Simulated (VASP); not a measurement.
# CoO in VASP: notebook

The runs below take CoO through single point, with PBEsol+D4, PBEsol, PBEsol+D3(BJ).

All numbers are computed with VASP 6.6.1; they aren't measurements. Logs are shortened: lines on timing, memory, paths and dates and some standing lists are left out, and cuts for length are marked.

### Step 1. The cell of the first run

The typed cell holds 2 atoms: a = 2.933 Å, b = 2.933 Å, c = 2.933 Å, α = 120.00°, β = 120.00°, γ = 90.01°.

### Step 2. Single point, PBEsol+D4, collinear spin, ferromagnetic start

Input file INCAR:

```
SYSTEM = CoO
PREC     = Accurate       ! precision mode
ENCUT    = 520            ! plane-wave cutoff, eV
EDIFF    = 1E-6           ! SCF threshold, eV
ISMEAR   = -1             ! smearing method
SIGMA    = 0.05           ! smearing width, eV
LREAL    = .False.        ! projectors in reciprocal space
LASPH    = .True.         ! aspherical terms in the spheres
NELM     = 150            ! most SCF steps
ALGO     = Normal         ! electronic algorithm
ISIF     = 2              ! what is computed and relaxed
LWAVE    = .False.        ! write WAVECAR
LCHARG   = .True.         ! write CHGCAR
ISPIN    = 2              ! spin polarisation
MAGMOM   = 2 0            ! initial moments
LORBIT   = 11             ! projections on sites
LMAXMIX  = 4              ! l up to which the mixer works
GGA      = PS             ! functional
IVDW     = 13             ! dispersion correction
LELF     = .True.         ! ELF
LVHAR    = .True.       
NBANDS   = 18             ! bands
```

Input file KPOINTS:

```
regular mesh
0
Gamma
  12 12 12
  0 0 0
```

Input file POSCAR:

```
CoO
1.0
   -1.4667520839      1.4667520839      2.0740448695
    1.4667520839     -1.4667520839      2.0740448695
    1.4667520839      1.4667520839     -2.0740448695
Co O
1 1
Direct
    0.0000000000      0.0000000000      0.0000000000
    0.5000000000      0.5000000000      0.0000000000
```

Potentials or basis: VASP PAW PBE potentials, release 64 (Co, O).

Started as:

```
> cat potpaw_PBE.64/Co/POTCAR potpaw_PBE.64/O/POTCAR > POTCAR
> mpirun -np 1 vasp_std > vasp.out
```

OUTCAR:

```text
SYSTEM = CoO
   PREC = Accurate
   ENCUT = 520
   EDIFF = 1E-6
   ISMEAR = -1
   LREAL = .False.
   LASPH = .True.
   NELM = 150
   ISIF = 2
   ISPIN = 2
   LORBIT = 11
   GGA = PS
   IVDW = 13

 ion  position               nearest neighbor table
   1  0.000  0.000  0.000-   2 2.07   2 2.07   2 2.07   2 2.07   2 2.07   2 2.07
   2  0.500  0.500  0.000-   1 2.07   1 2.07   1 2.07   1 2.07   1 2.07   1 2.07

  LATTYP: Found a body centered tetragonal cell.
 ALAT       =     2.9335041678
 C/A-ratio  =     1.4140391497

  Lattice vectors:

 A1 = (  -1.4667520839,   1.4667520839,   2.0740448695)
 A2 = (   1.4667520839,  -1.4667520839,   2.0740448695)
 A3 = (   1.4667520839,   1.4667520839,  -2.0740448695)

Analysis of symmetry for initial positions (statically):
=====================================================================
 Subroutine PRICEL returns:
 Original cell was already a primitive cell.

 Routine SETGRP: Setting up the symmetry group for a
 body centered tetragonal supercell.

 Subroutine GETGRP returns: Found 16 space group operations
 (whereof 16 operations were pure point group operations)
 out of a pool of 16 trial point group operations.

The static configuration has the point symmetry D_4h.

Analysis of symmetry for dynamics (positions and initial velocities):
=====================================================================
 Subroutine PRICEL returns:
 Original cell was already a primitive cell.

 Routine SETGRP: Setting up the symmetry group for a
 body centered tetragonal supercell.

 Subroutine GETGRP returns: Found 16 space group operations
 (whereof 16 operations were pure point group operations)
 out of a pool of 16 trial point group operations.

The dynamic configuration has the point symmetry D_4h.

Analysis of structural, dynamic, and magnetic symmetry:
=====================================================================
 Subroutine PRICEL returns:
 Original cell was already a primitive cell.

 Routine SETGRP: Setting up the symmetry group for a
 body centered tetragonal supercell.

 Subroutine GETGRP returns: Found 16 space group operations
 (whereof 16 operations were pure point group operations)
 out of a pool of 16 trial point group operations.

The overall configuration has the point symmetry D_4h.

 Subroutine INISYM returns: Found 16 space group operations
 (whereof 16 operations are pure point group operations),
 and found     1 'primitive' translations

----------------------------------------------------------------------------------------

                                     Primitive cell

  volume of cell :      17.8481

  direct lattice vectors                    reciprocal lattice vectors
    -1.466752084  1.466752084  2.074044870     0.000000000  0.340889238  0.241074823
     1.466752084 -1.466752084  2.074044870     0.340889238  0.000000000  0.241074823
     1.466752084  1.466752084 -2.074044870     0.340889238  0.340889238  0.000000000

  length of vectors
     2.933323281  2.933323281  2.933323281     0.417519512  0.417519512  0.482090183

  position of ions in fractional coordinates (direct lattice)
     0.000000000  0.000000000  0.000000000
     0.500000000  0.500000000  0.000000000

  ion indices of the primitive-cell ions
   primitive index   ion index
                 1           1
                 2           2

----------------------------------------------------------------------------------------

 KPOINTS: regular mesh

Automatic generation of k-mesh.
 Grid dimensions read from file:
 generate k-points for:   12   12   12

 Generating k-lattice:

  Cartesian coordinates                     Fractional coordinates (reciprocal lattice)
     0.000000000  0.028407436  0.020089569     0.083333333  0.000000000  0.000000000
     0.028407436  0.000000000  0.020089569     0.000000000  0.083333333  0.000000000
     0.028407436  0.028407436  0.000000000     0.000000000  0.000000000  0.083333333

  Length of vectors
     0.034793293  0.034793293  0.040174182

  Shift w.r.t. Gamma in fractional coordinates (k-lattice)
     0.000000000  0.000000000  0.000000000

 Subroutine IBZKPT returns following result:
 ===========================================

 Found    163 irreducible k-points:

 Following reciprocal coordinates:
            Coordinates               Weight
  0.000000  0.000000  0.000000      1.000000
  0.083333  0.000000 -0.000000      8.000000
  0.166667  0.000000 -0.000000      8.000000
  0.250000  0.000000  0.000000      8.000000
  0.333333 -0.000000  0.000000      8.000000
  0.416667  0.000000  0.000000      8.000000
[... 16 lines left out ...]
  0.500000  0.166667  0.000000     16.000000
 -0.416667  0.166667  0.000000     16.000000
 [... further k-points ...]
   k-points           NKPTS =    163   k-points in BZ     NKDIM =    163   number of bands    NBANDS=     18
   number of dos      NEDOS =    301   number of ions     NIONS =      2
   total plane-waves  NPLWV =  13824
   dimension x,y,z NGX =    24 NGY =   24 NGZ =   24
   dimension x,y,z NGXF=    48 NGYF=   48 NGZF=   48
   ions per type =               1   1
   NGX,Y,Z   is equivalent  to a cutoff of  13.60, 13.60, 13.60 a.u.
   NGXF,Y,Z  is equivalent  to a cutoff of  27.20, 27.20, 27.20 a.u.
 SYSTEM =  CoO
   PREC   = accura    normal or accurate (medium, high low for compatibility)
   ISTART =      0    job   : 0-new  1-cont  2-samecut
   ICHARG =      2    charge: 1-file 2-atom 10-const
   ISPIN  =      2    spin polarized calculation?
   LNONCOLLINEAR =      F non collinear calculations
   LSORBIT =      F    spin-orbit coupling
   LASPH  =      T    aspherical Exc in radial PAW
   ENCUT  =  520.0 eV  38.22 Ry    6.18 a.u.   5.45  5.45  5.45*2*pi/ulx,y,z
   NELM   =    150;   NELMIN=  2; NELMDL= -5     # of ELM steps
   EDIFF  = 0.1E-05   stopping-criterion for ELM
   LREAL  =      F    real-space projection
   EDIFFG = 0.1E-04   stopping-criterion for IOM
   NSW    =      0    number of steps for IOM
   IBRION =     -1    ionic relax: 0-MD 1-quasi-New 2-CG
   NFREE  =      0    steps in history (QN), initial steepest desc. (CG)
   ISIF   =      2    stress and relaxation
   ISYM   =      2    0-nonsym 1-usesym 2-fastsym
   POTIM  = 0.5000    time-step for ionic-motion
   TEBEG  =    0.0;   TEEND  =   0.0 temperature during run
   PSTRESS=    0.0 pullay stress
   NELECT =      15.0000    total number of electrons
   NUPDOWN=      -1.0000    fix difference up-down
   EMIN   =  10.00;   EMAX   =-10.00  energy-range for DOS
   EFERMI =   0.00;   METHOD = LEGACY
   ISMEAR =    -1;   SIGMA  =   0.05  broadening in eV -4-tet -1-fermi 0-gaus
   EFERMI_NEDOS =   21; number of points for ismear=-14 and -15
   IALGO  =     38    algorithm
   IMIX   =      4    mixing-type and parameters
     AMIX     =   0.40;   BMIX     =  1.00
     AMIX_MAG =   1.60;   BMIX_MAG =  1.00
  volume/ion in A,a.u.               =       8.92        60.22
  Fermi-wavevector in a.u.,A,eV,Ry     =   1.544927  2.919489 32.474393  2.386801
  Thomas-Fermi vector in A             =   2.650379
   LORBIT       =     11    0 simple, 1 ext, 2 COOP (PROOUT), +10 PAW based schemes
   GGA     = PS    functional components
   LHFCALC =     F    Hartree Fock is set to
   AEXX    =    0.0000 exact exchange contribution
   IVDW    =    13    specifies the selected vdW correction
   LEPSILON=     F    determine dielectric tensor
   LRPA    =     F    only Hartree local field effects (RPA)
 spin polarized calculation
  energy-cutoff  :      520.00
  volume of cell :       17.85
 maximum number of plane-waves:       531
 NGX is ok and might be reduce to    24
   NGX = 11   NGY = 11   NGZ = 11

 number of electron      15.0000000 magnetization       2.6027786

 Free energy of the ion-electron system (eV)
  ---------------------------------------------------
  ext. energy  EPLUGINS =         0.00000000
  ---------------------------------------------------
  free energy    TOTEN  =       -14.00401221 eV

  energy without entropy =      -13.96941360  energy(sigma->0) =      -13.98671291

 E-fermi :   8.9872     XC(G=0): -13.1262

 val. band max:        8.9865184885   @ k =  -0.2500  -0.4167   0.2500
 cond. band min:       8.9890521185   @ k =  -0.1667   0.3333   0.1667
 fundamental gap:      0.0025336300
 Fermi energy:         8.9872273085

 spin component 1

 k-point     1 :       0.0000    0.0000    0.0000
  band No.  band energies     occupation
      1     -12.0358      1.00000
      2       5.3718      1.00000
      3       5.3723      1.00000
      4       5.3723      1.00000
      5       5.7951      1.00000
      6       5.7954      1.00000
[... 10 lines left out ...]
     17      31.7404      0.00000
     18      34.7540      0.00000

 k-point     2 :       0.0833    0.0000   -0.0000
  band No.  band energies     occupation
      1     -11.9513      1.00000
      2       4.6338      1.00000
      3       4.7032      1.00000
      4       4.7036      1.00000
      5       5.9220      1.00000
      6       5.9229      1.00000
[... 10 lines left out ...]
     17      32.5614      0.00000
     18      36.1002      0.00000

 k-point     3 :       0.1667    0.0000   -0.0000
  band No.  band energies     occupation
      1     -11.7131      1.00000
      2       3.3918      1.00000
      3       3.9435      1.00000
      4       3.9440      1.00000
      5       6.0780      1.00000
      6       6.0789      1.00000
[... 412 lines left out ...]
 k-point    23 :       0.5000    0.1667    0.0000
  band No.  band energies     occupation
      1     -10.5654      1.00000
      2       0.5320      1.00000
      3       2.3308      1.00000
      4       2.6929      1.00000
      5       6.4264      1.00000
      6       6.8245      1.00000
[... 10 lines left out ...]
     17      36.7689      0.00000
     18      38.3861      0.00000

 k-point    24 :      -0.4167    0.1667    0.0000
  band No.  band energies     occupation
      1     -10.7749      1.00000
      2       0.9054      1.00000
      3       2.6025      1.00000
      4       3.0304      1.00000
      5       6.1452      1.00000
      6       6.7461      1.00000
[... 10 lines left out ...]
     17      37.2898      0.00000
     18      38.7083      0.00000

 [... further k-points ...]

 spin component 2

 k-point     1 :       0.0000    0.0000    0.0000
  band No.  band energies     occupation
      1     -11.6073      1.00000
      2       5.8578      1.00000
      3       5.8584      1.00000
      4       5.8584      1.00000
      5       7.6806      1.00000
      6       7.6807      1.00000
[... 10 lines left out ...]
     17      32.6179      0.00000
     18      35.5443      0.00000

 k-point     2 :       0.0833    0.0000   -0.0000
  band No.  band energies     occupation
      1     -11.5214      1.00000
      2       5.2315      1.00000
      3       5.5753      1.00000
      4       5.5757      1.00000
      5       7.7799      1.00000
      6       7.7802      1.00000
[... 10 lines left out ...]
     17      33.3603      0.00000
     18      36.9221      0.00000

 k-point     3 :       0.1667    0.0000   -0.0000
  band No.  band energies     occupation
      1     -11.2790      1.00000
      2       3.9807      1.00000
      3       5.0012      1.00000
      4       5.0017      1.00000
      5       7.9926      1.00000
      6       7.9928      1.00000
[... 412 lines left out ...]
 k-point    23 :       0.5000    0.1667    0.0000
  band No.  band energies     occupation
      1     -10.0975      1.00000
      2       1.0332      1.00000
      3       3.2794      1.00000
      4       3.7665      1.00000
      5       8.3350      1.00000
      6       8.8897      0.87553
[... 10 lines left out ...]
     17      37.1272      0.00000
     18      38.9136      0.00000

 k-point    24 :      -0.4167    0.1667    0.0000
  band No.  band energies     occupation
      1     -10.3133      1.00000
      2       1.4550      1.00000
      3       3.5562      1.00000
      4       4.0401      1.00000
      5       7.9444      1.00000
      6       8.8835      0.88844
[... 10 lines left out ...]
     17      37.7069      0.00000
     18      39.1651      0.00000

 [... further k-points ...]

------------------------ aborting loop because EDIFF is reached ----------------------------------------

  DFT-D4 for vdW energy calculation

  Edisp (eV):   -0.33356

  FORCE on cell =-STRESS in cart. coord.  units (eV):
  Direction    XX          YY          ZZ          XY          YZ          ZX
  --------------------------------------------------------------------------------------
  -------------------------------------------------------------------------------------
  Total      -0.11413    -0.11413    -0.11463     0.00000    -0.00000     0.00000
  in kB     -10.24541   -10.24541   -10.29029     0.00000    -0.00000     0.00000
  external pressure =      -10.26 kB  Pullay stress =        0.00 kB

 VOLUME and BASIS-vectors are now :
 -----------------------------------------------------------------------------
  energy-cutoff  :      520.00
  volume of cell :       17.85
      direct lattice vectors                 reciprocal lattice vectors
    -1.466752084  1.466752084  2.074044870     0.000000000  0.340889238  0.241074823
     1.466752084 -1.466752084  2.074044870     0.340889238  0.000000000  0.241074823
     1.466752084  1.466752084 -2.074044870     0.340889238  0.340889238  0.000000000

 POSITION                                       TOTAL-FORCE (eV/Angst)
 -----------------------------------------------------------------------------------
      0.00000      0.00000      0.00000        -0.000000     -0.000000      0.000000
      0.00000      0.00000      2.07404         0.000000      0.000000     -0.000000
 -----------------------------------------------------------------------------------
    total drift:                               -0.000000      0.000000     -0.000000

  FREE ENERGIE OF THE ION-ELECTRON SYSTEM (eV)
  ---------------------------------------------------
  free  energy   TOTEN  =       -14.3375711139 eV

  energy  without entropy=      -14.3029724976  energy(sigma->0) =      -14.32027181

 total charge

# of ion       s       p       d       tot
------------------------------------------
    1        0.319   0.415   7.231   7.964
    2        1.553   3.428   0.000   4.980
--------------------------------------------------
tot          1.872   3.842   7.231  12.945

 magnetization (x)

# of ion       s       p       d       tot
------------------------------------------
    1        0.021   0.019   2.279   2.319
    2        0.031   0.211   0.000   0.242
--------------------------------------------------
tot          0.051   0.230   2.279   2.560
```

Wall time 2 min (1 thread of Intel Xeon 8259CL, shared host); peak memory 0.22 GiB.

What came out:

| Quantity | Value |
| --- | --- |
| Free energy | -14.3376 eV |
| Pressure | -1.0 GPa |
| Net moment | 2.60 μB per cell |
| Site moments | Co +2.32; O +0.24 μB |
| Valence electrons inside the program's atomic spheres | Co 7.96; O 4.98 |
| Dispersion energy per atom | -0.167 eV |

Caveat: the PAW data sets were made with another functional, which shifts forces and pressure a little; a cell with one magnetic atom can't hold antiferromagnetic order, which such compounds often take; semilocal functionals often make such compounds metallic where correlation or magnetic order opens a gap, which also shifts bond lengths. With open d or f shells a metallic result of PBEsol can be an artefact of self-interaction; +U or a hybrid may open a gap.

(Continued in part 2 of 2.)
